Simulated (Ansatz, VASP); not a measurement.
**One calculation of Br, two programs**

File INCAR:

```
PREC = Accurate ; ENCUT = 520
EDIFF = 1E-7 ; ISMEAR = -1
SIGMA = 0.03 ; LREAL = False
LASPH = True ; NELM = 80
ALGO = Normal ; ISIF = 2
LWAVE = False ; LCHARG = False
GGA = PE ; NBANDS = 10
```

The input KPOINTS:

```
regular mesh
0
Gamma
  16 16 16
```

The input POSCAR:

```
Br
1.0
    0.0000000000      2.3616608179      2.3616608179
    2.3616608179      0.0000000000      2.3616608179
    2.3616608179      2.3616608179      0.0000000000
Br
1
Direct
    0.0000000000      0.0000000000      0.0000000000
```

Input for Ansatz:

```yaml
crystal:
  lattice:
    - [0.0, 2.3616608179, 2.3616608179]
    - [2.3616608179, 0.0, 2.3616608179]
    - [2.3616608179, 2.3616608179, 0.0]
  atoms:
    - { symbol: Br, position: [0.0, 0.0, 0.0] }
kpoints:
  mp_grid: { grid: [16, 16, 16] }
  band_path:
    path:
      - [0.0, 0.0, 0.0]
      - [0.5, 0.0, 0.5]
      - [0.625, 0.25, 0.625]
      - [0.375, 0.375, 0.75]
      - [0.0, 0.0, 0.0]
      - [0.5, 0.5, 0.5]
      - [0.5, 0.25, 0.75]
      - [0.5, 0.0, 0.5]
    npoints: 8
scf:
  occupations: { method: fermi_dirac, width: 0.03 }
hamiltonian:
  xc: pbe
  pseudopotentials: { kind: all_electron, lapw: { basis_error: 0.00025 } }
output:
  forces: true
  stress: true
  eigenvalues: true
  fatbands: true
  populations: true
  dos: { projected: true, de: 0.2, e_range: [-14, 8] }
```

Alike in both runs: task single point; functional PBE; k mesh 16 × 16 × 16; occupations fermi-dirac, width 0.03 eV; no spin polarisation.

|  | VASP | Ansatz |
| --- | --- | --- |
| version | VASP 6.6.1 | Ansatz 0.2.0 |
| potentials or method | VASP PAW PBE potentials, release 64 (Br), cutoff 520 eV | all-electron LAPW, scalar-relativistic |

|  | VASP | Ansatz | Ansatz less VASP |
| --- | --- | --- | --- |
| pressure (GPa) | 0.0 | 0.0 | 0.00 |

Ansatz ran all-electron here, and VASP with PAW potentials.
